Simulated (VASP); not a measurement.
A run of VASP 6.6.1:

The input POSCAR:

```
BeSe
1.0
    0.0000000000      2.5839687382      2.5839687382
    2.5839687382      0.0000000000      2.5839687382
    2.5839687382      2.5839687382      0.0000000000
Be Se
1 1
Direct
    0.0000000000      0.0000000000      0.0000000000
    0.2500000000      0.2500000000      0.2500000000
```

File INCAR.step1:

```
  PREC = Accurate
  ENCUT = 660
  ISMEAR = 0
  SIGMA = 0.02
  LREAL = F
  LASPH = T
  NELM = 120
  GGA = PE
  ALGO = Normal
  EDIFF = 1E-5
  LWAVE = T
  LCHARG = F
  GGA_COMPAT = F
  IBRION = 2
  ISIF = 3
  EDIFFG = -0.005
  NELMIN = 4
  NSW = 100
```

INCAR.step2

```
  PREC = Accurate
  ENCUT = 660
  EDIFF = 1E-7
  ISMEAR = 0
  SIGMA = 0.02
  LREAL = F
  LASPH = T
  NELM = 120
  ALGO = Normal
  ISIF = 3
  LWAVE = F
  LCHARG = F
  METAGGA = R2SCAN
  LMIXTAU = T
  IBRION = 2
  NSW = 100
  EDIFFG = -0.005
  ISTART = 1
  GGA_COMPAT = F
  NELMIN = 4
```

Contents of KPOINTS:

```
regular mesh
0
Gamma
  8 8 8
```

Potentials or basis: VASP PAW PBE potentials, release 64 (Be, Se).

The run is started by

```bash
$ cat potpaw_PBE.64/Be/POTCAR potpaw_PBE.64/Se/POTCAR > POTCAR
$ cp INCAR.step1 INCAR
$ mpirun -np 1 vasp_std > vasp.out
$ cp INCAR.step2 INCAR
$ mpirun -np 1 vasp_std > vasp.out
```

Hardware: 1 thread of Intel(R) Xeon(R) Platinum 8488C (Sapphire Rapids), with other jobs on the host.

**Question.** Estimate the wall time of this run.

**Answer.** Run time: 47 s on 1 thread of Intel(R) Xeon(R) Platinum 8488C (Sapphire Rapids) (shared host), peak memory 0.19 GiB. Counts: k points 29, ion steps 1.
